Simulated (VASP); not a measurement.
Input of a VASP 6.6.1 run:

The input POSCAR:

```
Nb
1.0
   -1.6521913880      1.6521913880      1.6521913880
    1.6521913880     -1.6521913880      1.6521913880
    1.6521913880      1.6521913880     -1.6521913880
Nb
1
Direct
    0.0000000000      0.0000000000      0.0000000000
```

Contents of INCAR.step1:

```
PREC     = Accurate       # precision mode
ENCUT    = 520            # plane-wave cutoff, eV
ISMEAR   = 0              # smearing method
SIGMA    = 0.05           # smearing width, eV
LREAL    = False          # projectors in reciprocal space
LASPH    = True           # aspherical terms in the spheres
NELM     = 80             # most SCF steps
NBANDS   = 12             # bands
GGA      = PE             # functional
ALGO     = Normal         # electronic algorithm
EDIFF    = 1E-4           # SCF threshold, eV
LWAVE    = True           # write WAVECAR
LCHARG   = False          # write CHGCAR
```

The input INCAR.step2:

```
PREC     = Accurate       # precision mode
ENCUT    = 520            # plane-wave cutoff, eV
EDIFF    = 1E-6           # SCF threshold, eV
ISMEAR   = 0              # smearing method
SIGMA    = 0.05           # smearing width, eV
LREAL    = False          # projectors in reciprocal space
LASPH    = True           # aspherical terms in the spheres
NELM     = 80             # most SCF steps
ALGO     = Normal         # electronic algorithm
ISIF     = 2              # what is computed and relaxed
LWAVE    = False          # write WAVECAR
LCHARG   = False          # write CHGCAR
METAGGA  = R2SCAN         # meta-GGA
LMIXTAU  = True         
NBANDS   = 12             # bands
ISTART   = 1
```

Contents of KPOINTS:

```
Automatic mesh
0
Gamma
  18 18 18
```

Potentials or basis: VASP PAW PBE potentials, release 64 (Nb_sv).

Command:

```console
$ cat potpaw_PBE.64/Nb_sv/POTCAR > POTCAR
$ cp INCAR.step1 INCAR
$ mpirun -np 1 vasp_std > vasp.out
$ cp INCAR.step2 INCAR
$ mpirun -np 1 vasp_std > vasp.out
```

Task: What does it give for the pressure?

Result: -0.2 GPa.

Caveat: the PAW data sets were made with another functional, which shifts forces and pressure a little.
